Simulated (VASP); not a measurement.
## Se: single point with PBE

Crystal: Se.

```
Se
1.0
     5.57397    0.00000    0.00000
    -2.78698    4.82720    0.00000
     0.00000    0.00000    3.41708
Se
3
Direct
  0.00000 0.00000 0.00000
  0.33333 0.66667 0.50000
  0.66667 0.33333 0.50000
```

This isn't the form of Se at room conditions, which is trigonal, of chains.

```yaml
Program: VASP 6.6.1
Task: single point
Functional: PBE
Potentials_or_basis: VASP PAW PBE potentials, release 64 (Se)
Cutoff: 520 eV
k_mesh: 6 × 6 × 6
Occupations: gaussian, width 0.1 eV
Spin: no spin polarisation
```

```yaml
Pressure: -10.5 GPa
Band_gap_on_the_k_mesh: zero (bands 9 and 10 overlap by 2.52 eV)
```

Stress tensor (GPa, compression positive):
```
-10.70   0.00   0.00
  0.00 -10.70   0.00
  0.00   0.00 -10.14
```

Levels at points of the mesh, in eV from the Fermi level:
```
           k point  band 5  band 6  band 7  band 8  band 9  band 10  band 11  band 12  band 13  band 14
(0.00, 0.00, 0.00)   -2.96   -2.42   -2.42   -0.15    1.30     1.46     1.46     1.46     6.60     7.46
(0.50, 0.00, 0.00)   -2.13   -1.72   -0.04    0.26    0.35     0.54     0.67     1.21     6.86     8.30
(0.00, 0.00, 0.50)   -2.48   -2.18   -2.18   -1.86   -0.70    -0.70     0.06     0.06     5.91     5.91
(0.50, 0.00, 0.50)   -3.41   -2.57   -2.51   -0.83   -0.49     0.01     0.30     0.95     7.06     7.52
```

It took 19 s on 1 thread of Intel(R) Xeon(R) 6975P-C (Granite Rapids), with other jobs on the host, peak memory 0.21 GiB.

Caveat: the cell stands under tension.
